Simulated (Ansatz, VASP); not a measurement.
## Ir in VASP and in Ansatz

Contents of INCAR:

```
  PREC = Accurate
  ENCUT = 520
  EDIFF = 1E-6
  ISMEAR = 0
  SIGMA = 0.15
  LREAL = False
  LASPH = True
  NELM = 100
  ALGO = Fast
  ISIF = 2
  LWAVE = False
  LCHARG = False
  GGA = PE
  NBANDS = 10
```

KPOINTS

```
regular mesh
0
Gamma
  20 20 20
```

Contents of POSCAR:

```
Ir
1.0
   -0.1015970341      1.9351816027      1.7174736724
    1.9351816027     -0.1015970341      1.7174736724
    1.8335845686      1.8335845686      0.0000000000
Ir
1
Direct
    0.0000000000      0.0000000000      0.0000000000
```

Input for Ansatz:

```yaml
crystal:
  lattice:
    - [-0.1015970341, 1.9351816027, 1.7174736724]
    - [1.9351816027, -0.1015970341, 1.7174736724]
    - [1.8335845686, 1.8335845686, 0.0]
  atoms:
    - { symbol: Ir, position: [0.0, 0.0, 0.0] }
basis:
  ecutwfc: 420
kpoints:
  mp_grid: { grid: [20, 20, 20] }
hamiltonian:
  xc: pbe
  pseudopotentials: { kind: paw, azcp: { folder: soft_1 } }
scf:
  occupations: { method: gaussian, width: 0.15 }
output:
  forces: true
  stress: true
  eigenvalues: true
  write_density: true
  write_potential: true
  elf: true
  volumetric_format: npy
```

Change from the starting cell: engineering shear strain xy -0.1050, normal strain along z -0.1125.

Alike in both runs: task single point; functional PBE; k mesh 20 × 20 × 20; occupations gaussian, width 0.15 eV; no spin polarisation.

|  | VASP | Ansatz |
| --- | --- | --- |
| version | VASP 6.6.1 | Ansatz 0.2.0 |
| potentials or method | VASP PAW PBE potentials, release 64 (Ir), cutoff 520 eV | scalar-relativistic, plane waves, PAW |
| valence electrons in the cell | 9 | 17 |

|  | VASP | Ansatz | Ansatz less VASP |
| --- | --- | --- | --- |
| gap on the k mesh at the Fermi level (eV) | none | none | - |
| pressure (GPa) | 66.5 | 65.0 | -1.54 |
| traceless stress, the component that is largest in VASP (GPa) | 21.65 | 21.76 | +0.109 |

A gap of «none» marks a metal or a gap that the smearing closes. Both programs put the cell under a high pressure, so it lies far from rest at this level. The functional is the same, so the differences come from potentials, cutoffs and numerics. VASP's potentials hold 9 valence electrons a cell and Ansatz's 17, so a difference there can come from the potentials and not from the codes.

Neither program's run includes spin-orbit coupling. Noted on VASP's run: the cell as given lies far from equilibrium.
